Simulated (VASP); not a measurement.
Input of a VASP 6.6.1 run:

The input INCAR:

```
SYSTEM = MgO
PREC = Accurate
ENCUT = 520
EDIFF = 1E-6
ISMEAR = -1
SIGMA = 0.05
LREAL = .FALSE.
LASPH = .TRUE.
NELM = 80
ALGO = Normal
ISIF = 2
LWAVE = .FALSE.
LCHARG = .FALSE.
GGA = RE
NBANDS = 11
```

Contents of KPOINTS:

```
regular mesh
0
G
  11 11 11
  0 0 0
```

Contents of POSCAR:

```
MgO
1.0
    0.0000000000      2.0970013927      2.0970013927
    2.0970013927      0.0000000000      2.0970013927
    2.0970013927      2.0970013927      0.0000000000
Mg O
1 1
Direct
    0.0000000000      0.0000000000      0.0000000000
    0.5000000000      0.5000000000      0.5000000000
```

Potentials or basis: VASP PAW PBE potentials, release 64 (Mg, O).

The run is started by

```sh
$ cat potpaw_PBE.64/Mg/POTCAR potpaw_PBE.64/O/POTCAR > POTCAR
$ mpirun -np 1 vasp_std > vasp.out
```

Question: Estimate the pressure.

Answer: 9.9 GPa.

Question: Predict the band gap on the k mesh.

Answer: 4.93 eV, direct.

Caveat: the PAW data sets were made with another functional, which shifts forces and pressure a little. revPBE gaps usually lie below the measured ones, often by a third to a half.
